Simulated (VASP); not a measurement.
**Si2SnB3: single point with PBE**

Si2SnB3:

```
CELL_PARAMETERS angstrom
0.00358 0.00162 -2.92393
-3.41786 -4.12227 0.00038
-6.78520 8.20359 0.00083
ATOMIC_POSITIONS crystal
Si 0.31614 0.50007 0.50002
Si 0.31168 0.49990 0.00009
Si 0.34749 0.00021 0.75003
Si 0.34737 0.00017 0.24996
Sn 0.66939 0.50031 0.75017
Sn 0.66931 0.50023 0.24999
B 0.22254 0.10551 0.94688
B 0.22375 0.10574 0.44687
B 0.22355 0.89422 0.55307
B 0.22223 0.89415 0.05311
B 0.72392 0.99982 0.49989
B 0.72263 0.99966 0.99991
```

```yaml
Program: VASP 6.6.1
Task: single point
Functional: PBE
Potentials_or_basis: VASP PAW PBE potentials, release 64 (Si, Sn_d, B)
Cutoff: 520 eV
k_mesh: 8 × 4 × 2
Occupations: gaussian, width 0.2 eV
Spin: no spin polarisation
```

```
Pressure               : 0.1 GPa
Largest force          : 0.015 eV/Å
Band gap on the k mesh : zero (band 31 reaches 10.45 eV, above the bottom of band 32 at 6.04 eV)
```

Forces in eV/Å, atoms in the order of the input:
```
Si   0.000  0.002  0.001
Si   0.001 -0.001 -0.001
Si   0.001  0.000  0.000
Si  -0.001  0.001 -0.001
Sn   0.000  0.001  0.000
Sn   0.002  0.000 -0.001
B    0.000 -0.014  0.003
B    0.000 -0.012  0.001
B   -0.001  0.012  0.002
B    0.000  0.012  0.000
B   -0.001  0.000 -0.001
B    0.000  0.000 -0.001
```

Stress tensor (GPa, compression positive):
```
 0.06  0.02  0.05
 0.02  0.16  0.03
 0.05  0.03 -0.05
```

Levels at points of the mesh, in eV from the Fermi level:
| k point | band 29 | band 30 | band 31 | band 32 | band 33 | band 34 | band 35 | band 36 |
| --- | --- | --- | --- | --- | --- | --- | --- | --- |
| (0.00, 0.00, 0.00) | 0.26 | 0.90 | 1.12 | 2.91 | 3.40 | 3.85 | 3.86 | 4.15 |
| (0.50, 0.00, 0.00) | -2.25 | -2.15 | -1.56 | -1.09 | -0.90 | -0.87 | 0.17 | 1.14 |
| (0.00, 0.50, 0.00) | 0.21 | 0.68 | 0.70 | 0.85 | 2.31 | 2.62 | 3.04 | 3.32 |
| (0.50, 0.50, 0.00) | -2.27 | -1.24 | -1.00 | -0.86 | -0.75 | 1.06 | 1.41 | 1.70 |
| (0.00, 0.00, 0.50) | 0.58 | 0.58 | 2.72 | 2.73 | 3.05 | 3.05 | 3.68 | 3.68 |
| (0.50, 0.00, 0.50) | -2.58 | -2.58 | -1.20 | -1.20 | -0.59 | -0.58 | 0.31 | 0.32 |
| (0.00, 0.50, 0.50) | -0.43 | -0.43 | 1.52 | 1.52 | 1.96 | 1.96 | 3.21 | 3.21 |
| (0.50, 0.50, 0.50) | -1.86 | -1.86 | -1.42 | -1.41 | 1.10 | 1.10 | 1.39 | 1.40 |

Wall time 4 min on 1 thread of Oxide Virtual Turin-like Processor, on a shared host, peak memory 0.35 GiB.

Caveat: spin-orbit coupling is left out, which moves the levels of the heavy elements.
